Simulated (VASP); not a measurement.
Input of a VASP 6.6.1 run:

POSCAR

```
AlN
1.0
    3.1066970538      0.0000000000      0.0000000000
   -1.5533485269      2.6904785705      0.0000000000
    0.0000000000      0.0000000000      4.9785739288
Al N
2 2
Direct
    0.6666666667      0.3333333333      0.4992049920
    0.3333333333      0.6666666667      0.9992049920
    0.6666666667      0.3333333333      0.8807950080
    0.3333333333      0.6666666667      0.3807950080
```

File INCAR.step1:

```
SYSTEM = AlN
PREC = Accurate
ENCUT = 520
ISMEAR = 0
SIGMA = 0.02
LREAL = .False.
LASPH = .True.
NELM = 60
NBANDS = 16
GGA = PE
ALGO = Normal
EDIFF = 1E-4
LWAVE = .True.
LCHARG = .False.
```

File INCAR.step2:

```
SYSTEM = AlN
PREC = Accurate
ENCUT = 520
EDIFF = 1E-7
ISMEAR = 0
SIGMA = 0.02
LREAL = .False.
LASPH = .True.
NELM = 60
ALGO = Normal
ISIF = 2
LWAVE = .False.
LCHARG = .False.
METAGGA = R2SCAN
LMIXTAU = .True.
NBANDS = 16
ISTART = 1
```

KPOINTS

```
regular mesh
0
Gamma
  12 12 6
  0 0 0
```

Potentials or basis: VASP PAW PBE potentials, release 64 (Al, N).

Command:

```bash
$ cat potpaw_PBE.64/Al/POTCAR potpaw_PBE.64/N/POTCAR > POTCAR
$ cp INCAR.step1 INCAR
$ mpirun -np 1 vasp_std > vasp.out
$ cp INCAR.step2 INCAR
$ mpirun -np 1 vasp_std > vasp.out
```

Task: Predict the band gap on the k mesh.

Result: 4.92 eV, direct.

Task: Predict the pressure.

Result: -0.4 GPa.

Forces in eV/Å, atoms in the order of the input:
```
Al   0.000  0.000 -0.003
Al   0.000  0.000 -0.003
N    0.000  0.000  0.003
N    0.000  0.000  0.003
```

Caveat: the PAW data sets were made with another functional, which shifts forces and pressure a little. r2SCAN opens gaps a little over a GGA but as a rule still falls short of measured ones.
